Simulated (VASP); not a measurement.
# WC (P-6m2) in VASP: a series of runs

WC is run at these levels: LDA; tasks: single point.

Everything below comes from runs of VASP 6.6.1. Logs are shortened: lines on timing, memory, paths and dates and some standing lists are left out, and cuts for length are marked.

## Step 1: The cell of the first run

The structure is hexagonal, space group P-6m2 (No. 187). The conventional cell has a = 2.906 Å, b = 2.906 Å, c = 2.825 Å, α = 90.00°, β = 90.00°, γ = 120.00°. Within 2.9 Å of W (site symmetry -6m2) lie 6 C at 2.19 Å and 2 W at 2.83 Å. C (site symmetry -6m2) has 6 W at 2.19 Å and 2 C at 2.83 Å within 2.9 Å.

## Step 2: Single point, LDA (volume scaled by 1.02)

INCAR reads:

```
ALGO = Normal
EDIFF = 1E-6
ENCUT = 600
GGA_COMPAT = F
ISIF = 2
ISMEAR = 0
LASPH = T
LCHARG = F
LREAL = F
LWAVE = F
NBANDS = 16
NELM = 120
PREC = Accurate
SIGMA = 0.05
```

KPOINTS reads:

```
k-points
0
Gamma
  10 10 8
```

POSCAR reads:

```
WC
1.0
    2.9060368151      0.0000000000      0.0000000000
   -1.4530184076      2.5167017062      0.0000000000
    0.0000000000      0.0000000000      2.8250301770
W C
1 1
Direct
    0.0000000000      0.0000000000      0.0000000000
    0.6666666667      0.3333333333      0.5000000000
```

Potentials or basis: VASP PAW LDA potentials, release 64 (W_sv, C).

On the command line:

```
cat potpaw_LDA.64/W_sv/POTCAR potpaw_LDA.64/C/POTCAR > POTCAR
mpirun -np 1 vasp_std > vasp.out
```

OUTCAR:

```text
EDIFF = 1E-6
   ENCUT = 600
   ISIF = 2
   ISMEAR = 0
   LASPH = T
   LREAL = F
   NELM = 120
   PREC = Accurate

 ion  position               nearest neighbor table
   1  0.000  0.000  0.000-   2 2.19   2 2.19   2 2.19   2 2.19   2 2.19   2 2.19
   2  0.667  0.333  0.500-   1 2.19   1 2.19   1 2.19   1 2.19   1 2.19   1 2.19

  LATTYP: Found a hexagonal cell.
 ALAT       =     2.9060368151
 C/A-ratio  =     0.9721247034

  Lattice vectors:

 A1 = (   2.9060368151,   0.0000000000,   0.0000000000)
 A2 = (  -1.4530184076,   2.5167017062,   0.0000000000)
 A3 = (   0.0000000000,   0.0000000000,   2.8250301770)

Analysis of symmetry for initial positions (statically):
=====================================================================
 Subroutine PRICEL returns:
 Original cell was already a primitive cell.

 Routine SETGRP: Setting up the symmetry group for a
 hexagonal supercell.

 Subroutine GETGRP returns: Found 12 space group operations
 (whereof 12 operations were pure point group operations)
 out of a pool of 24 trial point group operations.

The static configuration has the point symmetry D_3h.

Analysis of symmetry for dynamics (positions and initial velocities):
=====================================================================
 Subroutine PRICEL returns:
 Original cell was already a primitive cell.

 Routine SETGRP: Setting up the symmetry group for a
 hexagonal supercell.

 Subroutine GETGRP returns: Found 12 space group operations
 (whereof 12 operations were pure point group operations)
 out of a pool of 24 trial point group operations.

The dynamic configuration has the point symmetry D_3h.

 Subroutine INISYM returns: Found 12 space group operations
 (whereof 12 operations are pure point group operations),
 and found     1 'primitive' translations

----------------------------------------------------------------------------------------

                                     Primitive cell

  volume of cell :      20.6612

  direct lattice vectors                    reciprocal lattice vectors
     2.906036815  0.000000000  0.000000000     0.344111263  0.198672731  0.000000000
    -1.453018408  2.516701706  0.000000000     0.000000000  0.397345461  0.000000000
     0.000000000  0.000000000  2.825030177     0.000000000  0.000000000  0.353978520

  length of vectors
     2.906036815  2.906036815  2.825030177     0.397345461  0.397345461  0.353978520

  position of ions in fractional coordinates (direct lattice)
     0.000000000  0.000000000  0.000000000
     0.666666667  0.333333333  0.500000000

  ion indices of the primitive-cell ions
   primitive index   ion index
                 1           1
                 2           2

----------------------------------------------------------------------------------------

 KPOINTS: k-points

Automatic generation of k-mesh.
 Grid dimensions read from file:
 generate k-points for:   10   10    8

 Generating k-lattice:

  Cartesian coordinates                     Fractional coordinates (reciprocal lattice)
     0.034411126  0.019867273  0.000000000     0.100000000  0.000000000  0.000000000
     0.000000000  0.039734546  0.000000000     0.000000000  0.100000000  0.000000000
     0.000000000  0.000000000  0.044247315     0.000000000  0.000000000  0.125000000

  Length of vectors
     0.039734546  0.039734546  0.044247315

  Shift w.r.t. Gamma in fractional coordinates (k-lattice)
     0.000000000  0.000000000  0.000000000

 Subroutine IBZKPT returns following result:
 ===========================================

 Found     70 irreducible k-points:

 Following reciprocal coordinates:
            Coordinates               Weight
  0.000000  0.000000  0.000000      1.000000
  0.100000  0.000000  0.000000      6.000000
  0.200000  0.000000  0.000000      6.000000
  0.300000  0.000000  0.000000      6.000000
  0.400000  0.000000  0.000000      6.000000
  0.500000  0.000000  0.000000      3.000000
[... 16 lines left out ...]
  0.300000  0.100000  0.125000     24.000000
  0.400000  0.100000  0.125000     24.000000
 [... further k-points ...]
   k-points           NKPTS =     70   k-points in BZ     NKDIM =     70   number of bands    NBANDS=     16
   number of dos      NEDOS =    301   number of ions     NIONS =      2
   total plane-waves  NPLWV =  13824
   dimension x,y,z NGX =    24 NGY =   24 NGZ =   24
   dimension x,y,z NGXF=    48 NGYF=   48 NGZF=   48
   ions per type =               1   1
   NGX,Y,Z   is equivalent  to a cutoff of  13.73, 13.73, 14.12 a.u.
   NGXF,Y,Z  is equivalent  to a cutoff of  27.46, 27.46, 28.25 a.u.
 SYSTEM =  unknown system
   PREC   = accura    normal or accurate (medium, high low for compatibility)
   ISTART =      0    job   : 0-new  1-cont  2-samecut
   ICHARG =      2    charge: 1-file 2-atom 10-const
   ISPIN  =      1    spin polarized calculation?
   LNONCOLLINEAR =      F non collinear calculations
   LSORBIT =      F    spin-orbit coupling
   LASPH  =      T    aspherical Exc in radial PAW
   ENCUT  =  600.0 eV  44.10 Ry    6.64 a.u.   5.80  5.80  5.64*2*pi/ulx,y,z
   NELM   =    120;   NELMIN=  2; NELMDL= -5     # of ELM steps
   EDIFF  = 0.1E-05   stopping-criterion for ELM
   LREAL  =      F    real-space projection
   EDIFFG = 0.1E-04   stopping-criterion for IOM
   NSW    =      0    number of steps for IOM
   IBRION =     -1    ionic relax: 0-MD 1-quasi-New 2-CG
   NFREE  =      0    steps in history (QN), initial steepest desc. (CG)
   ISIF   =      2    stress and relaxation
   ISYM   =      2    0-nonsym 1-usesym 2-fastsym
   POTIM  = 0.5000    time-step for ionic-motion
   TEBEG  =    0.0;   TEEND  =   0.0 temperature during run
   PSTRESS=    0.0 pullay stress
   NELECT =      18.0000    total number of electrons
   NUPDOWN=      -1.0000    fix difference up-down
   EMIN   =  10.00;   EMAX   =-10.00  energy-range for DOS
   EFERMI =   0.00;   METHOD = LEGACY
   ISMEAR =     0;   SIGMA  =   0.05  broadening in eV -4-tet -1-fermi 0-gaus
   EFERMI_NEDOS =   21; number of points for ismear=-14 and -15
   IALGO  =     38    algorithm
   IMIX   =      4    mixing-type and parameters
     AMIX     =   0.40;   BMIX     =  1.00
     AMIX_MAG =   1.60;   BMIX_MAG =  1.00
  volume/ion in A,a.u.               =      10.33        69.71
  Fermi-wavevector in a.u.,A,eV,Ry     =   1.563557  2.954694 33.262300  2.444710
  Thomas-Fermi vector in A             =   2.666311
   LORBIT       =      0    0 simple, 1 ext, 2 COOP (PROOUT), +10 PAW based schemes
   GGA     = CA    functional components
   LHFCALC =     F    Hartree Fock is set to
   AEXX    =    0.0000 exact exchange contribution
   IVDW    =     0    specifies the selected vdW correction
   LEPSILON=     F    determine dielectric tensor
   LRPA    =     F    only Hartree local field effects (RPA)
 non-spin polarized calculation
 Gauss-broadening in eV      SIGMA  =   0.05
  energy-cutoff  :      600.00
  volume of cell :       20.66
 maximum number of plane-waves:       701
 NGX is ok and might be reduce to    24
   NGX = 11   NGY = 11   NGZ = 11

 number of electron      18.0000001 magnetization

 Free energy of the ion-electron system (eV)
  ---------------------------------------------------
  ext. energy  EPLUGINS =         0.00000000
  ---------------------------------------------------
  free energy    TOTEN  =       -24.70180820 eV

  energy without entropy =      -24.70152217  energy(sigma->0) =      -24.70166519

 E-fermi :  11.0854     XC(G=0): -14.0018

 val. band max:       11.0653474977   @ k =   0.4000   0.2000   0.0000
 cond. band min:      11.1271057943   @ k =   0.5000   0.0000   0.3750
 fundamental gap:      0.0617582967
 Fermi energy:        11.0853565338

 k-point     1 :       0.0000    0.0000    0.0000
  band No.  band energies     occupation
      1     -62.4794      2.00000
      2     -26.7194      2.00000
      3     -26.6191      2.00000
      4     -26.6191      2.00000
      5      -3.2661      2.00000
      6       6.7057      2.00000
[... 8 lines left out ...]
     15      25.5125      0.00000
     16      27.8294      0.00000

 k-point     2 :       0.1000    0.0000    0.0000
  band No.  band energies     occupation
      1     -62.4736      2.00000
      2     -26.7086      2.00000
      3     -26.7031      2.00000
      4     -26.6381      2.00000
      5      -3.0026      2.00000
      6       6.7281      2.00000
[... 8 lines left out ...]
     15      25.0312      0.00000
     16      28.3714      0.00000

 k-point     3 :       0.2000    0.0000    0.0000
  band No.  band energies     occupation
      1     -62.4585      2.00000
      2     -26.9180      2.00000
      3     -26.6875      2.00000
      4     -26.6803      2.00000
      5      -2.2789      2.00000
      6       6.0146      2.00000
[... 8 lines left out ...]
     15      24.8141      0.00000
     16      29.5854      0.00000

 k-point     4 :       0.3000    0.0000    0.0000
  band No.  band energies     occupation
      1     -62.4398      2.00000
      2     -27.1748      2.00000
      3     -26.7479      2.00000
      4     -26.6451      2.00000
      5      -1.2832      2.00000
      6       5.0551      2.00000
[... 8 lines left out ...]
     15      25.7091      0.00000
     16      28.4550      0.00000

 k-point     5 :       0.4000    0.0000    0.0000
  band No.  band energies     occupation
      1     -62.4246      2.00000
      2     -27.3759      2.00000
      3     -26.7963      2.00000
      4     -26.6164      2.00000
      5      -0.3291      2.00000
      6       4.3401      2.00000
[... 8 lines left out ...]
     15      25.0938      0.00000
     16      28.2128      0.00000

 k-point     6 :       0.5000    0.0000    0.0000
  band No.  band energies     occupation
      1     -62.4188      2.00000
      2     -27.4513      2.00000
      3     -26.8146      2.00000
      4     -26.6055      2.00000
      5       0.1005      2.00000
      6       4.0608      2.00000
[... 8 lines left out ...]
     15      23.9371      0.00000
     16      29.1319      0.00000

 k-point     7 :       0.1000    0.1000    0.0000
  band No.  band energies     occupation
      1     -62.4632      2.00000
      2     -26.8462      2.00000
      3     -26.6891      2.00000
      4     -26.6786      2.00000
      5      -2.5074      2.00000
      6       6.2908      2.00000
[... 8 lines left out ...]
     15      24.7975      0.00000
     16      29.1476      0.00000

 k-point     8 :       0.2000    0.1000    0.0000
  band No.  band energies     occupation
      1     -62.4463      2.00000
      2     -27.0670      2.00000
      3     -26.7484      2.00000
      4     -26.6573      2.00000
      5      -1.6361      2.00000
      6       5.4262      2.00000
[... 8 lines left out ...]
     15      25.2302      0.00000
     16      29.2685      0.00000

 k-point     9 :       0.3000    0.1000    0.0000
  band No.  band energies     occupation
      1     -62.4293      2.00000
      2     -27.2804      2.00000
      3     -26.8181      2.00000
      4     -26.6253      2.00000
      5      -0.6241      2.00000
      6       4.6497      2.00000
[... 8 lines left out ...]
     15      26.1817      0.00000
     16      27.5771      0.00000
[... 172 lines left out ...]
 k-point    19 :       0.4000    0.0000    0.1250
  band No.  band energies     occupation
      1     -62.4183      2.00000
      2     -27.3592      2.00000
      3     -26.7841      2.00000
      4     -26.7278      2.00000
      5      -0.1821      2.00000
      6       4.2846      2.00000
[... 8 lines left out ...]
     15      24.6707      0.00000
     16      28.0696      0.00000

 k-point    20 :       0.5000    0.0000    0.1250
  band No.  band energies     occupation
      1     -62.4125      2.00000
      2     -27.4339      2.00000
      3     -26.8023      2.00000
      4     -26.7159      2.00000
      5       0.2018      2.00000
      6       3.9403      2.00000
[... 8 lines left out ...]
     15      24.0025      0.00000
     16      28.8688      0.00000

 k-point    21 :       0.1000    0.1000    0.1250
  band No.  band energies     occupation
      1     -62.4568      2.00000
      2     -26.8381      2.00000
      3     -26.8026      2.00000
      4     -26.6675      2.00000
      5      -2.1680      2.00000
      6       6.4852      2.00000
[... 8 lines left out ...]
     15      24.5571      0.00000
     16      28.7631      0.00000

 k-point    22 :       0.2000    0.1000    0.1250
  band No.  band energies     occupation
      1     -62.4399      2.00000
      2     -27.0532      2.00000
      3     -26.7718      2.00000
      4     -26.7367      2.00000
      5      -1.3633      2.00000
      6       5.6180      2.00000
[... 8 lines left out ...]
     15      24.6162      0.00000
     16      28.8914      0.00000

 k-point    23 :       0.3000    0.1000    0.1250
  band No.  band energies     occupation
      1     -62.4230      2.00000
      2     -27.2646      2.00000
      3     -26.8059      2.00000
      4     -26.7373      2.00000
      5      -0.4505      2.00000
      6       4.7431      2.00000
[... 8 lines left out ...]
     15      25.2425      0.00000
     16      27.7261      0.00000

 k-point    24 :       0.4000    0.1000    0.1250
  band No.  band energies     occupation
      1     -62.4125      2.00000
      2     -27.3922      2.00000
      3     -26.8482      2.00000
      4     -26.7159      2.00000
      5       0.2177      2.00000
      6       4.1722      2.00000
[... 8 lines left out ...]
     15      24.4536      0.00000
     16      28.4537      0.00000

 [... further k-points ...]
[... 5 lines left out ...]
  --------------------------------------------------------------------------------------
  -------------------------------------------------------------------------------------
  Total       -0.7367784     -0.7367784     -0.6808762      0.0000000     -0.0000000     -0.0000000
  in kB      -57.1335901    -57.1335901    -52.7986435      0.0000000     -0.0000000     -0.0000000
  external PRESSURE =     -55.6886079 kB  Pullay stress =       0.0000000 kB

 VOLUME and BASIS-vectors are now :
 -----------------------------------------------------------------------------
  energy-cutoff  :      600.00
  volume of cell :       20.66
      direct lattice vectors                 reciprocal lattice vectors
     2.906036815  0.000000000  0.000000000     0.344111263  0.198672731  0.000000000
    -1.453018408  2.516701706  0.000000000     0.000000000  0.397345461  0.000000000
     0.000000000  0.000000000  2.825030177     0.000000000  0.000000000  0.353978520

 POSITION                                       TOTAL-FORCE (eV/Angst)
 -----------------------------------------------------------------------------------
      0.00000      0.00000      0.00000        -0.000000     -0.000000      0.000000
      1.45302      0.83890      1.41252         0.000000      0.000000      0.000000
 -----------------------------------------------------------------------------------
    total drift:                                0.000000     -0.000000      0.000000

  FREE ENERGIE OF THE ION-ELECTRON SYSTEM (eV)
  ---------------------------------------------------
  free  energy   TOTEN  =       -24.7018082044 eV

  energy  without entropy=      -24.7015221676  energy(sigma->0) =      -24.70166519
```

Wall time 8.5 s (1 thread of Intel Xeon Platinum 8559C (Emerald Rapids), shared host); peak memory 0.14 GiB.

What came out:

```yaml
Free_energy: -24.7018 eV
Pressure: -5.6 GPa
Band_gap_on_the_k_mesh: zero (band 9 reaches 11.63 eV, above the bottom of band 10 at 10.43 eV)
```

Stress tensor (GPa, compression positive):
```
-5.71  0.00  0.00
 0.00 -5.71  0.00
 0.00  0.00 -5.28
```

Caveat: spin-orbit coupling is left out, which moves the levels of the heavy elements.

## Step 3: Single point, LDA (volume scaled by 1.04)

INCAR reads:

```
SYSTEM = WC
PREC = Accurate
ENCUT = 600
EDIFF = 1E-6
ISMEAR = 0
SIGMA = 0.05
LREAL = .False.
LASPH = .True.
NELM = 120
ALGO = Normal
ISIF = 2
LWAVE = .False.
LCHARG = .False.
NBANDS = 16
GGA_COMPAT = .False.
```

KPOINTS reads:

```
regular mesh
0
Gamma
  10 10 8
  0 0 0
```

POSCAR reads:

```
WC
1.0
    2.9264767877      0.0000000000      0.0000000000
   -1.4632383939      2.5344032417      0.0000000000
    0.0000000000      0.0000000000      2.8403268229
W C
1 1
Direct
    0.0000000000      0.0000000000      0.0000000000
    0.6666666667      0.3333333333      0.5000000000
```

Potentials or basis: VASP PAW LDA potentials, release 64 (W_sv, C).

On the command line:

```
cat potpaw_LDA.64/W_sv/POTCAR potpaw_LDA.64/C/POTCAR > POTCAR
mpirun -np 1 vasp_std > vasp.out
```

Wall time 8.5 s (1 thread of Intel Xeon Platinum 8559C (Emerald Rapids), shared host); peak memory 0.14 GiB.

It converged, with:

```
Free energy            : -24.6787 eV
Pressure               : -12.9 GPa
Band gap on the k mesh : zero (band 9 reaches 11.34 eV, above the bottom of band 10 at 10.18 eV)
```

Stress tensor (GPa, compression positive):
```
-13.08   0.00   0.00
  0.00 -13.08   0.00
  0.00   0.00 -12.66
```

Levels at points of the mesh, in eV from the Fermi level:
| k point | band 5 | band 6 | band 7 | band 8 | band 9 | band 10 | band 11 | band 12 | band 13 | band 14 |
| --- | --- | --- | --- | --- | --- | --- | --- | --- | --- | --- |
| (0.00, 0.00, 0.00) | -14.20 | -4.26 | -3.34 | -3.34 | 0.14 | 3.09 | 3.09 | 5.51 | 5.51 | 6.33 |
| (0.50, 0.00, 0.00) | -10.89 | -6.93 | -3.53 | -3.53 | -0.49 | 2.24 | 4.34 | 4.68 | 6.73 | 9.68 |
| (0.00, 0.00, 0.50) | -10.16 | -8.52 | -2.07 | -2.07 | -0.62 | -0.62 | 3.65 | 4.39 | 4.39 | 9.86 |
| (0.50, 0.00, 0.50) | -11.07 | -6.37 | -4.31 | -4.09 | 0.31 | 4.24 | 5.17 | 6.52 | 8.94 | 9.92 |

Caveat: spin-orbit coupling is left out, which moves the levels of the heavy elements.
